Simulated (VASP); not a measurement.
# Sr (Cmcm) in VASP: single point with PBEsol

Aim: the single point of Sr with PBEsol.

Everything below comes from runs of VASP 6.6.1. Logs are shortened: lines on timing, memory, paths and dates and some standing lists are left out, and cuts for length are marked.

## 1. The cell of the first run

Symmetry: Cmcm, No. 63, orthorhombic system. Conventional cell: a = 14.800 Å, b = 5.932 Å, c = 5.926 Å, α = 90.00°, β = 90.00°, γ = 90.00°. Sr (site symmetry m) has 9 Sr at 4.17 to 4.38 Å within 5.5 Å.

## 2. Single point, PBEsol

INCAR

```
  ALGO = Normal
  EDIFF = 1E-6
  ENCUT = 500
  GGA = PS
  GGA_COMPAT = F
  ISIF = 2
  ISMEAR = 0
  LASPH = T
  LCHARG = F
  LREAL = F
  LWAVE = F
  NBANDS = 28
  NELM = 120
  PREC = Accurate
  SIGMA = 0.05
```

KPOINTS

```
k-points
0
Gamma
  4 4 4
```

POSCAR

```
Sr
1.0
    7.3998150000     -2.9660560000      0.0000000000
    7.3998150000      2.9660560000      0.0000000000
    0.0000000000      0.0000000000      5.9260590000
Sr
4
Direct
    0.8939430000      0.3881290000      0.7500000000
    0.6118710000      0.1060570000      0.7500000000
    0.3881290000      0.8939430000      0.2500000000
    0.1060570000      0.6118710000      0.2500000000
```

Potentials or basis: VASP PAW PBE potentials, release 64 (Sr_sv).

The run is started by

```sh
cat potpaw_PBE.64/Sr_sv/POTCAR > POTCAR
mpirun -np 1 vasp_std > vasp.out
```

OUTCAR:

```text
EDIFF = 1E-6
   ENCUT = 500
   GGA = PS
   ISIF = 2
   ISMEAR = 0
   LASPH = T
   LREAL = F
   NELM = 120
   PREC = Accurate

 ion  position               nearest neighbor table
   1  0.894  0.388  0.750-   3 4.17   3 4.17   2 4.17   3 4.22   3 4.22   4 4.38   4 4.38   2 4.38
                             2 4.38
   2  0.612  0.106  0.750-   4 4.17   4 4.17   1 4.17   4 4.22   4 4.22   3 4.38   3 4.38   1 4.38
                             1 4.38
   3  0.388  0.894  0.250-   1 4.17   1 4.17   4 4.17   1 4.22   1 4.22   2 4.38   2 4.38   4 4.38
                             4 4.38
   4  0.106  0.612  0.250-   2 4.17   2 4.17   3 4.17   2 4.22   2 4.22   1 4.38   1 4.38   3 4.38
                             3 4.38

  LATTYP: Found a base centered orthorhombic cell.
 ALAT       =     5.9321120000
 B/A-ratio  =     2.4948332061
 C/A-ratio  =     0.9989796214

  Lattice vectors:

 A1 = (  -7.3998150000,  -2.9660560000,   0.0000000000)
 A2 = (   7.3998150000,  -2.9660560000,   0.0000000000)
 A3 = (   0.0000000000,   0.0000000000,   5.9260590000)

Analysis of symmetry for initial positions (statically):
=====================================================================
 Subroutine PRICEL returns:
 Original cell was already a primitive cell.

 Routine SETGRP: Setting up the symmetry group for a
 base centered orthorhombic supercell.

 Subroutine GETGRP returns: Found  8 space group operations
 (whereof  4 operations were pure point group operations)
 out of a pool of  8 trial point group operations.

The static configuration has the point symmetry C_2h.
 The point group associated with its full space group is D_2h.

Analysis of symmetry for dynamics (positions and initial velocities):
=====================================================================
 Subroutine PRICEL returns:
 Original cell was already a primitive cell.

 Routine SETGRP: Setting up the symmetry group for a
 base centered orthorhombic supercell.

 Subroutine GETGRP returns: Found  8 space group operations
 (whereof  4 operations were pure point group operations)
 out of a pool of  8 trial point group operations.

The dynamic configuration has the point symmetry C_2h.
 The point group associated with its full space group is D_2h.

 Subroutine INISYM returns: Found  8 space group operations
 (whereof  4 operations are pure point group operations),
 and found     1 'primitive' translations

----------------------------------------------------------------------------------------

                                     Primitive cell

  volume of cell :     260.1334

  direct lattice vectors                    reciprocal lattice vectors
     7.399815000 -2.966056000  0.000000000     0.067569257 -0.168574026  0.000000000
     7.399815000  2.966056000  0.000000000     0.067569257  0.168574026  0.000000000
     0.000000000  0.000000000  5.926059000     0.000000000  0.000000000  0.168746211

  length of vectors
     7.972123320  7.972123320  5.926059000     0.181611692  0.181611692  0.168746211

  position of ions in fractional coordinates (direct lattice)
     0.893943000  0.388129000  0.750000000
     0.611871000  0.106057000  0.750000000
     0.388129000  0.893943000  0.250000000
     0.106057000  0.611871000  0.250000000

  ion indices of the primitive-cell ions
   primitive index   ion index
                 1           1
                 2           2
                 3           3
                 4           4

----------------------------------------------------------------------------------------

 KPOINTS: k-points

Automatic generation of k-mesh.
 Grid dimensions read from file:
 generate k-points for:    4    4    4

 Generating k-lattice:

  Cartesian coordinates                     Fractional coordinates (reciprocal lattice)
     0.016892314 -0.042143506  0.000000000     0.250000000  0.000000000  0.000000000
     0.016892314  0.042143506  0.000000000     0.000000000  0.250000000  0.000000000
     0.000000000  0.000000000  0.042186553     0.000000000  0.000000000  0.250000000

  Length of vectors
     0.045402923  0.045402923  0.042186553

  Shift w.r.t. Gamma in fractional coordinates (k-lattice)
     0.000000000  0.000000000  0.000000000

 Subroutine IBZKPT returns following result:
 ===========================================

 Found     21 irreducible k-points:

 Following reciprocal coordinates:
            Coordinates               Weight
  0.000000  0.000000  0.000000      1.000000
  0.250000  0.000000  0.000000      4.000000
  0.500000  0.000000  0.000000      2.000000
  0.250000  0.250000  0.000000      2.000000
  0.500000  0.250000  0.000000      4.000000
 -0.250000  0.250000  0.000000      2.000000
[... 13 lines left out ...]
 -0.250000  0.250000  0.500000      2.000000
  0.500000  0.500000  0.500000      1.000000
   k-points           NKPTS =     21   k-points in BZ     NKDIM =     21   number of bands    NBANDS=     28
   number of dos      NEDOS =    301   number of ions     NIONS =      4
   total plane-waves  NPLWV = 172800
   dimension x,y,z NGX =    60 NGY =   60 NGZ =   48
   dimension x,y,z NGXF=   120 NGYF=  120 NGZF=   96
   ions per type =               4
   NGX,Y,Z   is equivalent  to a cutoff of  12.51, 12.51, 13.47 a.u.
   NGXF,Y,Z  is equivalent  to a cutoff of  25.02, 25.02, 26.93 a.u.
 SYSTEM =  unknown system
   PREC   = accura    normal or accurate (medium, high low for compatibility)
   ISTART =      0    job   : 0-new  1-cont  2-samecut
   ICHARG =      2    charge: 1-file 2-atom 10-const
   ISPIN  =      1    spin polarized calculation?
   LNONCOLLINEAR =      F non collinear calculations
   LSORBIT =      F    spin-orbit coupling
   LASPH  =      T    aspherical Exc in radial PAW
   ENCUT  =  500.0 eV  36.75 Ry    6.06 a.u.  14.54 14.54 10.80*2*pi/ulx,y,z
   NELM   =    120;   NELMIN=  2; NELMDL= -5     # of ELM steps
   EDIFF  = 0.1E-05   stopping-criterion for ELM
   LREAL  =      F    real-space projection
   EDIFFG = 0.1E-04   stopping-criterion for IOM
   NSW    =      0    number of steps for IOM
   IBRION =     -1    ionic relax: 0-MD 1-quasi-New 2-CG
   NFREE  =      0    steps in history (QN), initial steepest desc. (CG)
   ISIF   =      2    stress and relaxation
   ISYM   =      2    0-nonsym 1-usesym 2-fastsym
   POTIM  = 0.5000    time-step for ionic-motion
   TEBEG  =    0.0;   TEEND  =   0.0 temperature during run
   PSTRESS=    0.0 pullay stress
   NELECT =      40.0000    total number of electrons
   NUPDOWN=      -1.0000    fix difference up-down
   EMIN   =  10.00;   EMAX   =-10.00  energy-range for DOS
   EFERMI =   0.00;   METHOD = LEGACY
   ISMEAR =     0;   SIGMA  =   0.05  broadening in eV -4-tet -1-fermi 0-gaus
   EFERMI_NEDOS =   21; number of points for ismear=-14 and -15
   IALGO  =     38    algorithm
   IMIX   =      4    mixing-type and parameters
     AMIX     =   0.40;   BMIX     =  1.00
     AMIX_MAG =   1.60;   BMIX_MAG =  1.00
  volume/ion in A,a.u.               =      65.03       438.87
  Fermi-wavevector in a.u.,A,eV,Ry     =   0.877060  1.657404 10.466074  0.769235
  Thomas-Fermi vector in A             =   1.996957
   LORBIT       =      0    0 simple, 1 ext, 2 COOP (PROOUT), +10 PAW based schemes
   GGA     = PS    functional components
   LHFCALC =     F    Hartree Fock is set to
   AEXX    =    0.0000 exact exchange contribution
   IVDW    =     0    specifies the selected vdW correction
   LEPSILON=     F    determine dielectric tensor
   LRPA    =     F    only Hartree local field effects (RPA)
 non-spin polarized calculation
 Gauss-broadening in eV      SIGMA  =   0.05
  energy-cutoff  :      500.00
  volume of cell :      260.13
 maximum number of plane-waves:      6626
 NGX is ok and might be reduce to    60
   NGX = 29   NGY = 29   NGZ = 21

 number of electron      40.0000001 magnetization

 Free energy of the ion-electron system (eV)
  ---------------------------------------------------
  ext. energy  EPLUGINS =         0.00000000
  ---------------------------------------------------
  free energy    TOTEN  =        -6.38546858 eV

  energy without entropy =       -6.37284480  energy(sigma->0) =       -6.37915669

 E-fermi :   0.9411     XC(G=0):  -6.9005

 val. band max:        0.9334583452   @ k =  -0.2500   0.2500   0.2500
 cond. band min:       0.9531841832   @ k =   0.5000   0.2500   0.5000
 fundamental gap:      0.0197258380
 Fermi energy:         0.9411090553

 k-point     1 :       0.0000    0.0000    0.0000
  band No.  band energies     occupation
      1     -35.9541      2.00000
      2     -35.9447      2.00000
      3     -35.9393      2.00000
      4     -35.9362      2.00000
      5     -18.0075      2.00000
      6     -17.9983      2.00000
[... 20 lines left out ...]
     27       2.2937      0.00000
     28       2.3984      0.00000

 k-point     2 :       0.2500    0.0000    0.0000
  band No.  band energies     occupation
      1     -35.9516      2.00000
      2     -35.9437      2.00000
      3     -35.9407      2.00000
      4     -35.9381      2.00000
      5     -17.9952      2.00000
      6     -17.9808      2.00000
[... 20 lines left out ...]
     27       2.3332      0.00000
     28       2.7678      0.00000

 k-point     3 :       0.5000    0.0000    0.0000
  band No.  band energies     occupation
      1     -35.9461      2.00000
      2     -35.9455      2.00000
      3     -35.9416      2.00000
      4     -35.9410      2.00000
      5     -17.9721      2.00000
      6     -17.9712      2.00000
[... 20 lines left out ...]
     27       2.4834      0.00000
     28       2.5189      0.00000

 k-point     4 :       0.2500    0.2500    0.0000
  band No.  band energies     occupation
      1     -35.9529      2.00000
      2     -35.9459      2.00000
      3     -35.9393      2.00000
      4     -35.9362      2.00000
      5     -17.9963      2.00000
      6     -17.9951      2.00000
[... 20 lines left out ...]
     27       2.3844      0.00000
     28       2.4647      0.00000

 k-point     5 :       0.5000    0.2500    0.0000
  band No.  band energies     occupation
      1     -35.9496      2.00000
      2     -35.9458      2.00000
      3     -35.9413      2.00000
      4     -35.9375      2.00000
      5     -17.9855      2.00000
      6     -17.9760      2.00000
[... 20 lines left out ...]
     27       2.6060      0.00000
     28       2.9483      0.00000

 k-point     6 :      -0.2500    0.2500    0.0000
  band No.  band energies     occupation
      1     -35.9468      2.00000
      2     -35.9436      2.00000
      3     -35.9435      2.00000
      4     -35.9403      2.00000
      5     -17.9839      2.00000
      6     -17.9532      2.00000
[... 370 lines left out ...]
      5     -17.9715      2.00000
      6     -17.9715      2.00000
[... 20 lines left out ...]
     27       2.5016      0.00000
     28       2.5016      0.00000

 k-point    19 :       0.5000    0.2500    0.5000
  band No.  band energies     occupation
      1     -35.9446      2.00000
      2     -35.9446      2.00000
      3     -35.9424      2.00000
      4     -35.9424      2.00000
      5     -17.9903      2.00000
      6     -17.9903      2.00000
[... 20 lines left out ...]
     27       2.6650      0.00000
     28       2.6650      0.00000

 k-point    20 :      -0.2500    0.2500    0.5000
  band No.  band energies     occupation
      1     -35.9451      2.00000
      2     -35.9451      2.00000
      3     -35.9419      2.00000
      4     -35.9419      2.00000
      5     -18.0098      2.00000
      6     -18.0098      2.00000
[... 20 lines left out ...]
     27       2.3787      0.00000
     28       2.3787      0.00000

 k-point    21 :       0.5000    0.5000    0.5000
  band No.  band energies     occupation
      1     -35.9436      2.00000
      2     -35.9436      2.00000
      3     -35.9435      2.00000
      4     -35.9435      2.00000
      5     -17.9533      2.00000
      6     -17.9533      2.00000
[... 20 lines left out ...]
     27       2.8927      0.00000
     28       2.8928      0.00000

------------------------ aborting loop because EDIFF is reached ----------------------------------------

  FORCE on cell =-STRESS in cart. coord.  units (eV):
  Direction    XX          YY          ZZ          XY          YZ          ZX
  --------------------------------------------------------------------------------------
  -------------------------------------------------------------------------------------
  Total       -1.8057645     -2.0389869     -2.0392795      0.0000000      0.0000000      0.0000000
  in kB      -11.1218115    -12.5582420    -12.5600438      0.0000000      0.0000000      0.0000000
  external PRESSURE =     -12.0800324 kB  Pullay stress =       0.0000000 kB

 VOLUME and BASIS-vectors are now :
 -----------------------------------------------------------------------------
  energy-cutoff  :      500.00
  volume of cell :      260.13
      direct lattice vectors                 reciprocal lattice vectors
     7.399815000 -2.966056000  0.000000000     0.067569257 -0.168574026  0.000000000
     7.399815000  2.966056000  0.000000000     0.067569257  0.168574026  0.000000000
     0.000000000  0.000000000  5.926059000     0.000000000  0.000000000  0.168746211

 POSITION                                       TOTAL-FORCE (eV/Angst)
 -----------------------------------------------------------------------------------
      9.48710     -1.50027      4.44454         0.099748      0.038809      0.000000
      5.31253     -1.50027      4.44454        -0.099748      0.038809      0.000000
      9.48710      1.50027      1.48151         0.099748     -0.038809     -0.000000
      5.31253      1.50027      1.48151        -0.099748     -0.038809     -0.000000
 -----------------------------------------------------------------------------------
    total drift:                                0.000000     -0.000000     -0.000000

  FREE ENERGIE OF THE ION-ELECTRON SYSTEM (eV)
  ---------------------------------------------------
  free  energy   TOTEN  =        -6.3854685810 eV

  energy  without entropy=       -6.3728447960  energy(sigma->0) =       -6.37915669
```

Run time: 3.2 min. Hardware: 1 thread of Intel Xeon 8259CL, shared host; peak memory 0.46 GiB.

Results:

| Property | Result |
| --- | --- |
| Free energy | -6.3855 eV |
| Pressure | -1.2 GPa |
| Largest force | 0.107 eV/Å |
| Band gap on the k mesh | zero (bands 20 and 21 overlap by 0.41 eV) |

Forces on the atoms (eV/Å):
```
Sr   0.100  0.039  0.000
Sr  -0.100  0.039  0.000
Sr   0.100 -0.039  0.000
Sr  -0.100 -0.039  0.000
```

Stress tensor (GPa, compression positive):
```
-1.11  0.00  0.00
 0.00 -1.26  0.00
 0.00  0.00 -1.26
```

Caveat: the PAW data sets were made with another functional, which shifts forces and pressure a little.
